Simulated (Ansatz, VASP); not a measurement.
**One calculation of Mg, two programs**

```
CELL_PARAMETERS angstrom
0.00000 2.33890 2.33890
2.33890 0.00000 2.33890
2.33890 2.33890 0.00000
ATOMIC_POSITIONS crystal
Mg 0.00000 0.00000 0.00000
```

Alike in both runs: task single point; functional PBE; k mesh 16 × 16 × 16; occupations gaussian, width 0.1 eV; no spin polarisation.

|  | VASP | Ansatz |
| --- | --- | --- |
| version | VASP 6.6.1 | Ansatz 0.2.0 |
| potentials or method | VASP PAW PBE potentials, release 64 (Mg), cutoff 520 eV | scalar-relativistic, plane waves, PAW |
| valence electrons in the cell | 2 | 10 |

|  | VASP | Ansatz | Ansatz less VASP |
| --- | --- | --- | --- |
| gap on the k mesh at the Fermi level (eV) | none | none | - |
| pressure (GPa) | -3.0 | -2.9 | +0.11 |

A gap of «none» marks a metal or a gap that the smearing closes. The functional is the same, so the differences come from potentials, cutoffs and numerics. VASP's potentials hold 2 valence electrons a cell and Ansatz's 10, so a difference there can come from the potentials and not from the codes.
